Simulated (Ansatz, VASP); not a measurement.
Zn in VASP and in Ansatz

```
CELL_PARAMETERS angstrom
2.66480 0.01332 0.01332
-1.32086 2.30112 0.00488
0.02473 0.02473 4.94670
ATOMIC_POSITIONS crystal
Zn 0.33333 0.66667 0.25000
Zn 0.66667 0.33333 0.75000
```

Change from the starting cell: equal xy, yz and zx shear strains of +1 %.

Alike in both runs: task single point; functional PBEsol; k mesh 16 × 16 × 8; occupations fermi-dirac, width 0.03 eV; no spin polarisation.

|  | VASP | Ansatz |
| --- | --- | --- |
| version | VASP 6.6.1 | Ansatz 0.2.0 |
| potentials or method | VASP PAW PBE potentials, release 64 (Zn), cutoff 520 eV | all-electron LAPW, scalar-relativistic |

Ansatz gave:

```
pressure (GPa)                                                : -5.4
traceless stress, the component that is largest in VASP (GPa) : -0.79
```

Which values does VASP return?

Pressure (GPa): -5.1; traceless stress, the component that is largest in VASP (GPa): -0.79.

VASP's potentials were made for PBE, not for PBEsol. Ansatz ran all-electron here, and VASP with PAW potentials.
